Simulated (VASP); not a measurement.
# MgO (Periclase) (Fm-3m) in VASP: further runs, part 2 of 2

VASP 6.6.1.

### 3 G0W0 quasiparticle levels, LDA

Contents of POSCAR:

```
MgO
1.0
    0.0000000000      2.1021680256      2.1021680256
    2.1021680256      0.0000000000      2.1021680256
    2.1021680256      2.1021680256      0.0000000000
Mg O
1 1
Direct
    0.0000000000      0.0000000000      0.0000000000
    0.5000000000      0.5000000000      0.5000000000
```

Contents of INCAR.step1:

```
SYSTEM = MgO
PREC     = Accurate       ! precision mode
ENCUT    = 500            ! plane-wave cutoff, eV
EDIFF    = 1E-8           ! SCF threshold, eV
ISMEAR   = 0              ! smearing method
SIGMA    = 0.01           ! smearing width, eV
LREAL    = .False.        ! projectors in reciprocal space
LASPH    = .True.         ! aspherical terms in the spheres
NELM     = 80             ! most SCF steps
ALGO     = Normal         ! electronic algorithm
LWAVE    = .True.         ! write WAVECAR
LCHARG   = .False.        ! write CHGCAR
```

Contents of INCAR.step2:

```
SYSTEM = MgO
PREC     = Accurate       ! precision mode
ENCUT    = 500            ! plane-wave cutoff, eV
EDIFF    = 1E-8           ! SCF threshold, eV
ISMEAR   = 0              ! smearing method
SIGMA    = 0.01           ! smearing width, eV
LREAL    = .False.        ! projectors in reciprocal space
LASPH    = .True.         ! aspherical terms in the spheres
NELM     = 1              ! most SCF steps
ALGO     = Exact          ! electronic algorithm
LWAVE    = .True.         ! write WAVECAR
LCHARG   = .False.        ! write CHGCAR
NBANDS   = 34             ! bands
LOPTICS  = .True.         ! frequency-dependent dielectric function
ISTART   = 1
```

Contents of INCAR.step3:

```
SYSTEM = MgO
PREC     = Accurate       ! precision mode
ENCUT    = 500            ! plane-wave cutoff, eV
EDIFF    = 1E-8           ! SCF threshold, eV
ISMEAR   = 0              ! smearing method
SIGMA    = 0.01           ! smearing width, eV
LREAL    = .False.        ! projectors in reciprocal space
LASPH    = .True.         ! aspherical terms in the spheres
ALGO     = EVGW0          ! electronic algorithm
LWAVE    = .False.        ! write WAVECAR
LCHARG   = .False.        ! write CHGCAR
NELMGW   = 1            
NBANDS   = 34             ! bands
ENCUTGW  = 60.0           ! cutoff of the response function
NOMEGA   = 48             ! frequency points
PRECFOCK = Fast         
ISTART   = 1            
NBANDSGW = 12
```

Contents of KPOINTS:

```
Automatic mesh
0
Gamma
  4 4 4
  0 0 0
```

Potentials or basis: VASP PAW LDA potentials, release 64 (Mg_GW, O_GW).

Run with:

```bash
> cat potpaw_LDA.64/Mg_GW/POTCAR potpaw_LDA.64/O_GW/POTCAR > POTCAR
> cp INCAR.step1 INCAR
> mpirun -np 1 vasp_std > vasp.out
> cp INCAR.step2 INCAR
> mpirun -np 1 vasp_std > vasp.out
> cp INCAR.step3 INCAR
> mpirun -np 1 vasp_std > vasp.out
```

OUTCAR:

```text
SYSTEM = MgO
   PREC = Accurate
   ENCUT = 500
   EDIFF = 1E-8
   ISMEAR = 0
   LREAL = .False.
   LASPH = .True.
   NELMGW = 1
   ENCUTGW = 60.0
   PRECFOCK = Fast
   ISTART = 1

 ion  position               nearest neighbor table
   1  0.000  0.000  0.000-   2 2.10   2 2.10   2 2.10   2 2.10   2 2.10   2 2.10
   2  0.500  0.500  0.500-   1 2.10   1 2.10   1 2.10   1 2.10   1 2.10   1 2.10

  LATTYP: Found a face centered cubic cell.
 ALAT       =     4.2043360512

  Lattice vectors:

 A1 = (   0.0000000000,   2.1021680256,   2.1021680256)
 A2 = (   2.1021680256,   0.0000000000,   2.1021680256)
 A3 = (   2.1021680256,   2.1021680256,   0.0000000000)

Analysis of symmetry for initial positions (statically):
=====================================================================
 Subroutine PRICEL returns:
 Original cell was already a primitive cell.

 Routine SETGRP: Setting up the symmetry group for a
 face centered cubic supercell.

 Subroutine GETGRP returns: Found 48 space group operations
 (whereof 48 operations were pure point group operations)
 out of a pool of 48 trial point group operations.

The static configuration has the point symmetry O_h .

Analysis of symmetry for dynamics (positions and initial velocities):
=====================================================================
 Subroutine PRICEL returns:
 Original cell was already a primitive cell.

 Routine SETGRP: Setting up the symmetry group for a
 face centered cubic supercell.

 Subroutine GETGRP returns: Found 48 space group operations
[... 103 lines left out ...]
   IALGO  =     38    algorithm
   IMIX   =      4    mixing-type and parameters
     AMIX     =   0.40;   BMIX     =  1.00
     AMIX_MAG =   1.60;   BMIX_MAG =  1.00
  volume/ion in A,a.u.               =       9.29        62.69
  Fermi-wavevector in a.u.,A,eV,Ry     =   1.236215  2.336108 20.792804  1.528228
  Thomas-Fermi vector in A             =   2.370833
   LORBIT       =      0    0 simple, 1 ext, 2 COOP (PROOUT), +10 PAW based schemes
   GGA     = CA    functional components
   LHFCALC =     T    Hartree Fock is set to
   PRECFOCK=fast      Normal, Fast or Accurate (Low or Medium for compatibility)
   ENCUT4O =  -1.0   cutoff for four orbital integrals eV
   NKREDX  =     1    reduce k-point grid by
   NKREDY  =     1    reduce k-point grid by
   NKREDZ  =     1    reduce k-point grid by
   AEXX    =    1.0000 exact exchange contribution
   HFSCREEN=    0.0000 screening length (either q_TF or 0.3 A-1)
   HFSCREENC=   0.0000 screening length for correlation (either q_TF or 0.3 A-1)
   ENCUTFOCK=  -1.0 apply spherical cutoff to Coloumb kernel
   IVDW    =     0    specifies the selected vdW correction
   LEPSILON=     F    determine dielectric tensor
   LRPA    =     F    only Hartree local field effects (RPA)
   LRPAFORCE           =     F    calculate RPA forces
   ENCUTGW             =  60.0    cutoff for response function in eV
   ENCUTGWSOFT         =  48.0    soft cutoff for Coulomb kernel in GW response function in eV
   ENCUTLF             =  -1.0    cutoff for local field effects
   NELMGW              =     1    number of iterations in solving QP/BSE equation
   NELMHF              =     1    number of iterations in the inner HF iteration
   NKREDLFX            =     1    NKREDLFY  =   1   NKREDLFZ  =   1
 non-spin polarized calculation
 Gauss-broadening in eV      SIGMA  =   0.01
  energy-cutoff  :      500.00
  volume of cell :       18.58
 maximum number of plane-waves:       483
 NGX is ok and might be reduce to    24
  NGX = 12; NGY = 12; NGZ = 12
   NGX = 11   NGY = 11   NGZ = 11
 maximum number of plane-waves:        22
 NGX is ok and might be reduce to    10

 QP shifts <psi_nk| G(iteration)W_0 |psi_nk>: iteration 1
 for sc-GW calculations column KS-energies equals QP-energies in previous step
 and V_xc(KS)=  KS-energies - (<T + V_ion + V_H > + <T+V_H+V_ion>^1  + <V_x>^1)

 k-point   1 :       0.0000    0.0000    0.0000
  band No.  KS-energies  QP-energies   sigma(KS)   V_xc(KS)     V^pw_x(r,r')   Z            occupation Imag(sigma)

      1     -14.1044     -16.5817     -21.2007     -17.7958     -29.5947       0.7276       2.0000       1.2021
      2       2.9312       2.0855     -20.8943     -19.8212     -25.2333       0.7881       2.0000       0.1091
      3       2.9312       2.0855     -20.8943     -19.8212     -25.2333       0.7881       2.0000       0.1091
      4       2.9312       2.0855     -20.8943     -19.8212     -25.2333       0.7881       2.0000       0.1091
      5       7.6349       9.0442     -11.0028     -12.6942      -7.4511       0.8332       0.0000      -0.0787
      6      18.4814      20.3518      -7.4276      -9.6996      -3.0791       0.8232       0.0000      -0.1281
      7      18.4814      20.3518      -7.4276      -9.6996      -3.0791       0.8232       0.0000      -0.1281
      8      18.4814      20.3518      -7.4276      -9.6996      -3.0791       0.8232       0.0000      -0.1281
      9      22.5239      23.4809      -7.2883      -8.5280      -1.7028       0.7719       0.0000      -0.5192
     10      24.1699      26.3683      -7.7899     -10.4890      -3.2504       0.8145       0.0000      -0.1993
     11      24.1699      26.3683      -7.7899     -10.4890      -3.2504       0.8145       0.0000      -0.1993
     12      26.6241      28.9227      -7.4147     -10.3185      -1.9064       0.7916       0.0000      -0.4579
[... 100 lines left out ...]
      1     -12.4035     -14.9395     -22.8805     -19.4900     -31.1583       0.7480       2.0000       0.9855
      2      -0.1035      -1.3959     -17.9846     -16.3125     -22.3265       0.7729       2.0000       0.1458
      3      -0.1035      -1.3959     -17.9846     -16.3125     -22.3265       0.7729       2.0000       0.1458
      4       1.1088      -0.0007     -19.0747     -17.6538     -23.4002       0.7808       2.0000       0.1294
      5      14.4131      16.4897     -10.8201     -13.3988      -6.7688       0.8053       0.0000      -0.1151
      6      14.4131      16.4897     -10.8201     -13.3988      -6.7688       0.8053       0.0000      -0.1151
      7      14.8614      17.1257      -9.3395     -12.0921      -5.3376       0.8226       0.0000      -0.1025
      8      18.2095      20.1702      -8.5424     -10.9865      -3.7918       0.8022       0.0000      -0.1772
      9      24.5631      26.6181      -8.3732     -10.9763      -3.0222       0.7894       0.0000      -0.4422
     10      24.5631      26.6181      -8.3732     -10.9763      -3.0222       0.7894       0.0000      -0.4422
     11      29.0271      31.5885      -8.5240     -11.5671      -3.5050       0.8417       0.0000      -0.6372
     12      31.5824      34.4164      -9.4518     -12.8305      -3.8450       0.8388       0.0000      -0.9833
```

Run time: 12 s. Hardware: 1 thread of Intel Xeon 6975P-C, shared host; peak memory 0.16 GiB.

What came out:

```yaml
Band_gap_on_the_k_mesh_mean-field_level: 4.70 eV, direct
Quasiparticle_gap: 6.96 eV
Least_direct_quasiparticle_gap: 6.96 eV
```

Levels at points of the mesh, in eV from the valence-band top:
```csv
k point,band 1,band 2,band 3,band 4,band 5,band 6,band 7,band 8
"(0.00, 0.00, 0.00)",-17.04,0.00,0.00,0.00,4.70,15.55,15.55,15.55
"(0.50, 0.00, 0.00)",-15.67,-4.73,-0.67,-0.67,7.76,12.46,16.00,16.00
"(0.50, 0.50, 0.00)",-15.39,-4.18,-1.38,-1.38,8.89,9.74,12.94,18.65
```

Caveat: the k points lie up to 0.65 Å⁻¹ apart; bands, screening cutoff and mesh are small and nothing is extrapolated, so the quasiparticle values aren't converged.

### 4 G0W0 quasiparticle levels, LDA

POSCAR is that of step 3.

Contents of INCAR.step1:

```
PREC = Accurate ; ENCUT = 500
EDIFF = 1E-8 ; ISMEAR = 0
SIGMA = 0.01 ; LREAL = F
LASPH = T ; NELM = 60
ALGO = Normal ; LWAVE = T
LCHARG = F ; GGA = CA
```

Contents of INCAR.step2:

```
PREC = Accurate ; ENCUT = 500
EDIFF = 1E-8 ; ISMEAR = 0
SIGMA = 0.01 ; LREAL = F
LASPH = T ; NELM = 1
ALGO = Exact ; LWAVE = T
LCHARG = F ; GGA = CA
NBANDS = 94 ; LOPTICS = T
ISTART = 1
```

Contents of INCAR.step3:

```
PREC = Accurate ; ENCUT = 500
EDIFF = 1E-8 ; ISMEAR = 0
SIGMA = 0.01 ; LREAL = F
LASPH = T ; ALGO = EVGW0
LWAVE = F ; LCHARG = F
GGA = CA ; NELMGW = 1
NBANDS = 94 ; ENCUTGW = 110.0
NOMEGA = 48 ; PRECFOCK = Fast
ISTART = 1 ; NBANDSGW = 12
```

Contents of KPOINTS:

```
Automatic mesh
0
Gamma
  4 4 4
```

Potentials or basis: VASP PAW LDA potentials, release 64 (Mg_GW, O_GW).

Run with:

```bash
> cat potpaw_LDA.64/Mg_GW/POTCAR potpaw_LDA.64/O_GW/POTCAR > POTCAR
> cp INCAR.step1 INCAR
> mpirun -np 1 vasp_std > vasp.out
> cp INCAR.step2 INCAR
> mpirun -np 1 vasp_std > vasp.out
> cp INCAR.step3 INCAR
> mpirun -np 1 vasp_std > vasp.out
```

OUTCAR:

```text
PREC = Accurate
   ENCUT = 500
   EDIFF = 1E-8
   ISMEAR = 0
   LREAL = F
   LASPH = T
   GGA = CA
   NELMGW = 1
   ENCUTGW = 110.0
   PRECFOCK = Fast
   ISTART = 1

 ion  position               nearest neighbor table
   1  0.000  0.000  0.000-   2 2.10   2 2.10   2 2.10   2 2.10   2 2.10   2 2.10
   2  0.500  0.500  0.500-   1 2.10   1 2.10   1 2.10   1 2.10   1 2.10   1 2.10

  LATTYP: Found a face centered cubic cell.
 ALAT       =     4.2043360512

  Lattice vectors:

 A1 = (   0.0000000000,   2.1021680256,   2.1021680256)
 A2 = (   2.1021680256,   0.0000000000,   2.1021680256)
 A3 = (   2.1021680256,   2.1021680256,   0.0000000000)

Analysis of symmetry for initial positions (statically):
=====================================================================
 Subroutine PRICEL returns:
 Original cell was already a primitive cell.

 Routine SETGRP: Setting up the symmetry group for a
 face centered cubic supercell.

 Subroutine GETGRP returns: Found 48 space group operations
 (whereof 48 operations were pure point group operations)
 out of a pool of 48 trial point group operations.

The static configuration has the point symmetry O_h .

Analysis of symmetry for dynamics (positions and initial velocities):
=====================================================================
 Subroutine PRICEL returns:
 Original cell was already a primitive cell.

[... 105 lines left out ...]
   ISMEAR =     0;   SIGMA  =   0.01  broadening in eV -4-tet -1-fermi 0-gaus
   EFERMI_NEDOS =   21; number of points for ismear=-14 and -15
   IALGO  =     38    algorithm
   IMIX   =      4    mixing-type and parameters
     AMIX     =   0.40;   BMIX     =  1.00
     AMIX_MAG =   1.60;   BMIX_MAG =  1.00
  volume/ion in A,a.u.               =       9.29        62.69
  Fermi-wavevector in a.u.,A,eV,Ry     =   1.236215  2.336108 20.792804  1.528228
  Thomas-Fermi vector in A             =   2.370833
   LORBIT       =      0    0 simple, 1 ext, 2 COOP (PROOUT), +10 PAW based schemes
   GGA     = CA    functional components
   LHFCALC =     T    Hartree Fock is set to
   PRECFOCK=fast      Normal, Fast or Accurate (Low or Medium for compatibility)
   ENCUT4O =  -1.0   cutoff for four orbital integrals eV
   NKREDX  =     1    reduce k-point grid by
   NKREDY  =     1    reduce k-point grid by
   NKREDZ  =     1    reduce k-point grid by
   AEXX    =    1.0000 exact exchange contribution
   HFSCREEN=    0.0000 screening length (either q_TF or 0.3 A-1)
   HFSCREENC=   0.0000 screening length for correlation (either q_TF or 0.3 A-1)
   ENCUTFOCK=  -1.0 apply spherical cutoff to Coloumb kernel
   IVDW    =     0    specifies the selected vdW correction
   LEPSILON=     F    determine dielectric tensor
   LRPA    =     F    only Hartree local field effects (RPA)
   LRPAFORCE           =     F    calculate RPA forces
   ENCUTGW             = 110.0    cutoff for response function in eV
   ENCUTGWSOFT         =  88.0    soft cutoff for Coulomb kernel in GW response function in eV
   ENCUTLF             =  -1.0    cutoff for local field effects
   NELMGW              =     1    number of iterations in solving QP/BSE equation
   NELMHF              =     1    number of iterations in the inner HF iteration
   NKREDLFX            =     1    NKREDLFY  =   1   NKREDLFZ  =   1
 non-spin polarized calculation
 Gauss-broadening in eV      SIGMA  =   0.01
  energy-cutoff  :      500.00
  volume of cell :       18.58
 maximum number of plane-waves:       483
 NGX is ok and might be reduce to    24
  NGX = 12; NGY = 12; NGZ = 12
   NGX = 11   NGY = 11   NGZ = 11
 maximum number of plane-waves:        59
 NGX is ok and might be reduce to    12

 QP shifts <psi_nk| G(iteration)W_0 |psi_nk>: iteration 1
 for sc-GW calculations column KS-energies equals QP-energies in previous step
 and V_xc(KS)=  KS-energies - (<T + V_ion + V_H > + <T+V_H+V_ion>^1  + <V_x>^1)

 k-point   1 :       0.0000    0.0000    0.0000
  band No.  KS-energies  QP-energies   sigma(KS)   V_xc(KS)     V^pw_x(r,r')   Z            occupation Imag(sigma)

      1     -14.1044     -16.3186     -20.9353     -17.7958     -29.5947       0.7053       2.0000       1.1449
      2       2.9312       1.8357     -21.2212     -19.8212     -25.2333       0.7825       2.0000       0.1218
      3       2.9312       1.8357     -21.2212     -19.8212     -25.2333       0.7825       2.0000       0.1218
      4       2.9312       1.8357     -21.2212     -19.8212     -25.2333       0.7825       2.0000       0.1218
      5       7.6349       9.0546     -10.9813     -12.6942      -7.4511       0.8288       0.0000      -0.0651
      6      18.4814      20.1429      -7.6791      -9.6996      -3.0791       0.8223       0.0000      -0.1273
      7      18.4814      20.1429      -7.6791      -9.6996      -3.0791       0.8223       0.0000      -0.1273
      8      18.4814      20.1429      -7.6791      -9.6996      -3.0791       0.8223       0.0000      -0.1273
      9      22.5239      23.3187      -7.4912      -8.5280      -1.7028       0.7665       0.0000      -0.5046
     10      24.1699      26.1253      -8.0948     -10.4890      -3.2504       0.8167       0.0000      -0.1959
     11      24.1699      26.1253      -8.0948     -10.4890      -3.2504       0.8167       0.0000      -0.1959
     12      26.6241      28.7210      -7.6647     -10.3185      -1.9064       0.7901       0.0000      -0.4550
[... 100 lines left out ...]
      1     -12.4035     -14.7351     -22.6639     -19.4900     -31.1583       0.7346       2.0000       1.0071
      2      -0.1035      -1.5677     -18.2120     -16.3125     -22.3265       0.7708       2.0000       0.1434
      3      -0.1035      -1.5677     -18.2120     -16.3125     -22.3265       0.7708       2.0000       0.1434
      4       1.1088      -0.2011     -19.3381     -17.6538     -23.4002       0.7777       2.0000       0.1327
      5      14.4131      16.2867     -11.0634     -13.3988      -6.7688       0.8023       0.0000      -0.1061
      6      14.4131      16.2867     -11.0634     -13.3988      -6.7688       0.8023       0.0000      -0.1061
      7      14.8614      16.9439      -9.5523     -12.0921      -5.3376       0.8199       0.0000      -0.0935
      8      18.2095      20.0141      -8.7354     -10.9865      -3.7918       0.8016       0.0000      -0.1684
      9      24.5631      26.3607      -8.6899     -10.9763      -3.0222       0.7862       0.0000      -0.4446
     10      24.5631      26.3607      -8.6899     -10.9763      -3.0222       0.7862       0.0000      -0.4446
     11      29.0271      31.3151      -8.8477     -11.5671      -3.5050       0.8414       0.0000      -0.5996
     12      31.5824      34.0580      -9.8775     -12.8305      -3.8450       0.8384       0.0000      -0.9759
```

OUTCAR.step2:

```text
PREC = Accurate
   ENCUT = 500
   EDIFF = 1E-8
   ISMEAR = 0
   LREAL = F
[... 689 lines left out ...]
     0.00000     3.50102     3.50102     3.50102    -0.00000     0.00000     0.00000
     2.09484     3.65850     3.65850     3.65850    -0.00000     0.00000     0.00000
     4.18967     5.06193     5.06193     5.06193    -0.00000     0.00000     0.00000
     6.28451     4.78275     4.78275     4.78275    -0.00000     0.00000     0.00000
     8.37935     3.82800     3.82800     3.82800     0.00000     0.00000    -0.00000
    10.47419     5.32381     5.32381     5.32381    -0.00000     0.00000     0.00000
[... 92 lines left out ...]
   205.29405     0.98568     0.98568     0.98568    -0.00000    -0.00000     0.00000
   207.38888     0.98600     0.98600     0.98600    -0.00000    -0.00000     0.00000
```

Run time: 63 s. Hardware: 1 thread of AMD EPYC 7R13, shared host; peak memory 0.15 GiB.

What came out:

| Property | Result |
| --- | --- |
| Band gap on the k mesh, mean-field level | 4.70 eV, direct |
| Quasiparticle gap | 7.22 eV |
| Least direct quasiparticle gap | 7.22 eV |

Caveat: the k points lie up to 0.65 Å⁻¹ apart; bands, screening cutoff and mesh are small and nothing is extrapolated, so the quasiparticle values aren't converged.
